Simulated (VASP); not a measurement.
A run of VASP 6.6.1:

The input INCAR:

```
SYSTEM = TiO2
  ALGO = Normal
  EDIFF = 1E-6
  ENCUT = 520
  GGA = PE
  ISIF = 2
  ISMEAR = 0
  LASPH = .True.
  LCHARG = .False.
  LDAU = .True.
  LDAUJ = 0 0
  LDAUL = 2 -1
  LDAUPRINT = 1
  LDAUTYPE = 2
  LDAUU = 4 0
  LMAXMIX = 4
  LREAL = .False.
  LWAVE = .False.
  NBANDS = 33
  NELM = 150
  PREC = Accurate
  SIGMA = 0.05
```

The input KPOINTS:

```
k-points
0
Gamma
  6 6 10
  0 0 0
```

POSCAR

```
TiO2
1.0
    4.6403824120      0.0000000000      0.0000000000
    0.0000000000      4.6403824120      0.0000000000
    0.0000000000      0.0000000000      3.0063836717
Ti O
2 4
Direct
   -0.1292996884      0.0000000000      0.0000000000
    0.5000000000      0.5000000000      0.5000000000
    0.3056475955      0.3056475955      0.0000000000
    0.1943524045      0.8056475955      0.5000000000
    0.6943524045      0.6943524045      0.0000000000
    0.8056475955      0.1943524045      0.5000000000
```

Potentials or basis: VASP PAW PBE potentials, release 64 (Ti_sv, O).

Launch:

```bash
$ cat potpaw_PBE.64/Ti_sv/POTCAR potpaw_PBE.64/O/POTCAR > POTCAR
$ mpirun -np 1 vasp_std > vasp.out
```

Hardware: 1 thread of Intel(R) Xeon(R) 6975P-C (Granite Rapids), with other jobs on the host.

Q: Estimate the wall time of this run.

A: It took 110 s on 1 thread of Intel(R) Xeon(R) 6975P-C (Granite Rapids), on a shared host, peak memory 0.31 GiB. Counts: scf iterations 17, k points 120.
